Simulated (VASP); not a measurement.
SiC, 4 atoms in the cell. The structure is hexagonal, space group P6_3mc (No. 186). Conventional cell: a = 2.835 Å, b = 2.835 Å, c = 4.636 Å, α = 90.00°, β = 90.00°, γ = 120.00°. Within 2.3 Å of Si (site symmetry 3m) lie 4 C at 1.73 to 1.74 Å. C (site symmetry 3m) has 4 Si at 1.73 to 1.74 Å within 2.3 Å. 

- Program: VASP 6.6.1
- Task: single point
- Functional: r2SCAN
- Potentials or basis: VASP PAW PBE potentials, release 64 (Si, C)
- Cutoff: 520 eV
- k mesh: 12 × 12 × 6
- Occupations: gaussian, width 0.02 eV
- Spin: no spin polarisation
- Dipole correction: no
- Further INCAR settings: ALGO = Normal; EDIFF = 1e-06; NBANDS = 16

Potentials or basis: VASP PAW PBE potentials, release 64 (Si, C).

Run with:

```console
$ cat potpaw_PBE.64/Si/POTCAR potpaw_PBE.64/C/POTCAR > POTCAR
$ cp INCAR.step1 INCAR
$ mpirun -np 1 vasp_std > vasp.out
$ cp INCAR.step2 INCAR
$ mpirun -np 1 vasp_std > vasp.out
```

Hardware: 1 thread of AMD EPYC 9R45 96-Core Processor (Zen 5) (shared host).

Task: How long does it take, and how much memory?

Result: Wall time 96 s on 1 thread of AMD EPYC 9R45 96-Core Processor (Zen 5), with other jobs on the host, peak memory 0.14 GiB. Counts: k points 76.
